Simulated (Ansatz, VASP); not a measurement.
## Si: VASP beside Ansatz

Contents of POSCAR:

```
Si
1.0
   -0.3815112600      1.9002978700      1.9720425700
    1.6960999500      0.0269397800      1.5635915300
    1.9685575700      1.7643044500     -0.2455178400
Si
1
Direct
    0.0000000000      0.0000000000      0.0000000000
```

File INCAR.step1:

```
SYSTEM = Si
ALGO = Normal
EDIFF = 1E-5
ENCUT = 520
GGA = PE
ISIF = 2
ISMEAR = -1
LASPH = .True.
LREAL = .False.
LWAVE = .True.
NBANDS = 8
NELM = 80
PREC = Accurate
SIGMA = 0.05
```

File INCAR.step2:

```
SYSTEM = Si
AEXX = 0.25
ALGO = Normal
EDIFF = 1E-6
ENCUT = 520
GGA = PE
HFSCREEN = 0.15
ISIF = 2
ISMEAR = -1
ISTART = 1
LASPH = .True.
LCHARG = .True.
LELF = .True.
LHFCALC = .True.
LREAL = .False.
LVHAR = .True.
LWAVE = .False.
NBANDS = 8
NELM = 80
PREC = Accurate
PRECFOCK = Normal
SIGMA = 0.05
```

The input KPOINTS:

```
k-points
0
Gamma
  5 7 6
  0 0 0
```

File input:

```
crystal:
  lattice:
    - [-0.38151126, 1.90029787, 1.97204257]
    - [1.69609995, 0.02693978, 1.56359153]
    - [1.96855757, 1.76430445, -0.24551784]
  atoms:
    - { symbol: Si, position: [0.0, 0.0, 0.0] }
hamiltonian:
  xc:
    exchange: pbe
    correlation: pbe
    exx: { coeff: 0.25, omega: 0.15 }
  pseudopotentials: { kind: paw }
kpoints:
  mp_grid: { grid: [5, 7, 6] }
scf:
  occupations: { method: fermi_dirac, width: 0.05 }
output:
  forces: true
  stress: true
  eigenvalues: true
  write_density: true
  write_potential: true
  elf: true
  volumetric_format: npy
```

Alike in both runs: task single point; functional PBE-based screened hybrid; k mesh 5 × 7 × 6; occupations fermi-dirac, width 0.05 eV; no spin polarisation.

|  | VASP | Ansatz |
| --- | --- | --- |
| version | VASP 6.6.1 | Ansatz 0.2.0 |
| potentials or method | VASP PAW PBE potentials, release 64 (Si) | Ansatz PAW |
| plane-wave cutoff (eV) | 520 | 420 |
| valence electrons in the cell | 4 | 4 |

```csv
,VASP,Ansatz,Ansatz less VASP
gap on the k mesh at the Fermi level (eV),none,none,-
pressure (GPa),11.2,11.8,+0.57
"traceless stress, the component that is largest in VASP (GPa)",11.31,11.62,+0.302
```

VASP's potentials were made for PBE, not for PBE-based screened hybrid. A gap of «none» marks a metal or a gap that the smearing closes.

The k mesh is coarse, so the values compare programs but aren't converged.
